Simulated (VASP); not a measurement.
Input of a VASP 6.6.1 run:

The input INCAR:

```
PREC     = Accurate       # precision mode
ENCUT    = 520            # plane-wave cutoff, eV
EDIFF    = 1E-8           # SCF threshold, eV
ISMEAR   = 0              # smearing method
SIGMA    = 0.01           # smearing width, eV
LREAL    = F              # projectors in reciprocal space
LASPH    = T              # aspherical terms in the spheres
NELM     = 60             # most SCF steps
ALGO     = Normal         # electronic algorithm
ISIF     = 2              # what is computed and relaxed
LWAVE    = F              # write WAVECAR
LCHARG   = F              # write CHGCAR
GGA      = PS             # functional
NBANDS   = 16             # bands
IBRION   = 8              # ionic algorithm
NSW      = 1              # ionic steps
```

File KPOINTS:

```
Automatic mesh
0
Gamma
  8 8 8
```

The input POSCAR:

```
ZnS
1.0
    0.0000000000      2.6777695933      2.6777695933
    2.6777695933      0.0000000000      2.6777695933
    2.6777695933      2.6777695933      0.0000000000
Zn S
1 1
Direct
    0.7500000000      0.7500000000      0.7500000000
    0.0000000000      0.0000000000      0.0000000000
```

Potentials or basis: VASP PAW PBE potentials, release 64 (Zn, S).

Command:

```bash
$ cat potpaw_PBE.64/Zn/POTCAR potpaw_PBE.64/S/POTCAR > POTCAR
$ mpirun -np 1 vasp_std > vasp.out
```

Estimate the highest phonon frequency at Γ, LO-TO splitting left out.

280 cm⁻¹.

Phonon frequencies in cm⁻¹ (negative: imaginary):
```
              q point        frequencies
(0.000, 0.000, 0.000)  0 0 0 280 280 280
```
